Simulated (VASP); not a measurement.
A run of VASP 6.6.1 is set up as follows.

The input INCAR:

```
ALGO = Normal
EDIFF = 1E-6
ENCUT = 600
GGA = RE
GGA_COMPAT = F
ISIF = 2
ISMEAR = 0
IVDW = 13
LASPH = T
LCHARG = F
LREAL = F
LWAVE = F
NBANDS = 11
NELM = 120
PREC = Accurate
SIGMA = 0.05
```

The input KPOINTS:

```
k-points
0
Gamma
  8 8 8
```

The input POSCAR:

```
BeTe
1.0
    0.0000000000      2.8066420643      2.8066420643
    2.8066420643      0.0000000000      2.8066420643
    2.8066420643      2.8066420643      0.0000000000
Be Te
1 1
Direct
    0.0000000000      0.0000000000      0.0000000000
    0.7500000000      0.7500000000      0.7500000000
```

Potentials or basis: VASP PAW PBE potentials, release 64 (Be, Te).

Command:

```sh
$ cat potpaw_PBE.64/Be/POTCAR potpaw_PBE.64/Te/POTCAR > POTCAR
$ mpirun -np 1 vasp_std > vasp.out
```

Problem. Estimate the band gap on the k mesh.

Solution. 2.01 eV, indirect (least direct gap 3.62 eV).

Problem. Estimate the dispersion energy per atom.

Solution. -0.547 eV.

Problem. What does it give for the pressure?

Solution. -1.1 GPa.

Caveat: the PAW data sets were made with another functional, which shifts forces and pressure a little; spin-orbit coupling is left out, which moves the levels of the heavy elements. A k mesh can miss the band edges.
